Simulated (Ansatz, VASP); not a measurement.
Sb: VASP beside Ansatz

```
Sb
1.0
     0.00000    0.00000   -5.46569
    -4.98028   -2.87536    0.00000
     0.00000    5.75073    0.00000
Sb
6
Direct
  0.75000 0.66667 0.66667
  0.75000 0.00000 0.33333
  0.75000 0.33333 0.00000
  0.25000 0.33333 0.33333
  0.25000 0.66667 0.00000
  0.25000 0.00000 0.66667
```

Alike in both runs: functional PBE; dispersion D3(BJ); k mesh 8 × 12 × 12; occupations gaussian, width 0.1 eV; no spin polarisation.

Ansatz relaxed the structure, and its values are those at the end. VASP's run is a single point on that final structure, the one shown.

```csv
,VASP,Ansatz
version,VASP 6.6.1,Ansatz 0.2.0
potentials or method,"VASP PAW PBE potentials, release 64 (Sb), cutoff 520 eV","scalar-relativistic, plane waves, PAW"
valence electrons in the cell,30,90
```

```tsv
	VASP	Ansatz	Ansatz less VASP
gap on the k mesh at the Fermi level (eV)	none	none	-
pressure (GPa)	-0.1	0.0	+0.14
```

A gap of «none» marks a metal or a gap that the smearing closes. VASP's potentials hold 30 valence electrons a cell and Ansatz's 90, so a difference there can come from the potentials and not from the codes.

Neither program's run includes spin-orbit coupling.
